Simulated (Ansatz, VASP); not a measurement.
## One calculation of InSb2, two programs

The input INCAR:

```
SYSTEM = InSb2
  PREC = Accurate
  ENCUT = 500
  EDIFF = 1E-6
  ISMEAR = -1
  SIGMA = 0.1
  LREAL = .FALSE.
  LASPH = .TRUE.
  NELM = 120
  ALGO = Normal
  ISIF = 2
  LWAVE = .FALSE.
  LCHARG = .FALSE.
  GGA = PE
  NBANDS = 18
  GGA_COMPAT = .FALSE.
```

Contents of KPOINTS:

```
regular mesh
0
G
  4 4 4
  0 0 0
```

The input POSCAR:

```
InSb2
1.0
    0.0000000000      3.7945550000      3.7945550000
    3.7945550000      0.0000000000      3.7945550000
    3.7945550000      3.7945550000      0.0000000000
In Sb
1 2
Direct
    0.0000000000      0.0000000000      0.0000000000
    0.7500000000      0.7500000000      0.7500000000
    0.5000000000      0.5000000000      0.5000000000
```

Input for Ansatz:

```yaml
crystal:
  lattice:
    - [0.0, 3.794555, 3.794555]
    - [3.794555, 0.0, 3.794555]
    - [3.794555, 3.794555, 0.0]
  atoms:
    - { symbol: In, position: [0.0, 0.0, 0.0] }
    - { symbol: Sb, position: [0.75, 0.75, 0.75] }
    - { symbol: Sb, position: [0.5, 0.5, 0.5] }
basis:
  ecutwfc: 420
kpoints:
  mp_grid: { grid: [4, 4, 4] }
hamiltonian:
  xc: pbe
scf:
  occupations: { method: fermi_dirac }
  convergence: { dr2_threshold: "1e-2 eV" }
output:
  forces: true
  stress: true
  eigenvalues: true
```

Alike in both runs: task single point; functional PBE; k mesh 4 × 4 × 4; no spin polarisation.

|  | VASP | Ansatz |
| --- | --- | --- |
| version | VASP 6.6.1 | Ansatz 0.2.0 |
| potentials or method | VASP PAW PBE potentials, release 64 (In_d, Sb), cutoff 500 eV | scalar-relativistic, plane waves, PAW |
| occupations | fermi-dirac, width 0.1 eV | fermi-dirac |
| valence electrons in the cell | 23 | 43 |

```csv
,VASP,Ansatz,Ansatz less VASP
gap on the k mesh at the Fermi level (eV),none,none,-
pressure (GPa),-2.5,-2.5,+0.04
```

A gap of «none» marks a metal or a gap that the smearing closes. VASP's potentials hold 23 valence electrons a cell and Ansatz's 43, so a difference there can come from the potentials and not from the codes. Ansatz's warnings: force scf threshold loose, stress scf threshold loose.

Neither program's run includes spin-orbit coupling.
